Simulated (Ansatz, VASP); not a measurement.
**Si: VASP beside Ansatz**

File INCAR:

```
ALGO = Normal
EDIFF = 1E-6
ENCUT = 520
GGA = PE
ISIF = 2
ISMEAR = -1
LASPH = T
LCHARG = T
LELF = T
LREAL = F
LVHAR = T
LWAVE = F
NBANDS = 11
NELM = 60
PREC = Accurate
SIGMA = 0.08
```

Contents of KPOINTS:

```
k-points
0
Gamma
  11 11 11
```

The input POSCAR:

```
Si
1.0
    0.0000000000      2.7687280309      2.7687280309
    2.7687280309      0.0000000000      2.7687280309
    2.7687280309      2.7687280309      0.0000000000
Si
2
Direct
    0.5000000000      0.5000000000      0.5000000000
    0.7500000000      0.7500000000      0.7500000000
```

Input for Ansatz:

```yaml
crystal:
  lattice:
    - [0.0, 2.7687280309, 2.7687280309]
    - [2.7687280309, 0.0, 2.7687280309]
    - [2.7687280309, 2.7687280309, 0.0]
  atoms:
    - { symbol: Si, position: [0.5, 0.5, 0.5] }
    - { symbol: Si, position: [0.75, 0.75, 0.75] }
kpoints:
  mp_grid: { grid: [11, 11, 11] }
scf:
  occupations: { method: fermi_dirac, width: 0.08 }
hamiltonian:
  xc: pbe
  pseudopotentials: { kind: all_electron, lapw: { basis_error: 0.00025 } }
output:
  forces: true
  stress: true
  eigenvalues: true
```

Change from the starting cell: volume scaled by 1.06.

Alike in both runs: task single point; functional PBE; k mesh 11 × 11 × 11; occupations fermi-dirac, width 0.08 eV; no spin polarisation.

|  | VASP | Ansatz |
| --- | --- | --- |
| version | VASP 6.6.1 | Ansatz 0.2.0 |
| potentials or method | VASP PAW PBE potentials, release 64 (Si), cutoff 520 eV | all-electron LAPW, scalar-relativistic |

VASP gave:

| Quantity | Value |
| --- | --- |
| pressure (GPa) | -3.1 |

Question: Which values does Ansatz return?

Answer: Pressure (GPa): -3.0.

Ansatz ran all-electron here, and VASP with PAW potentials.
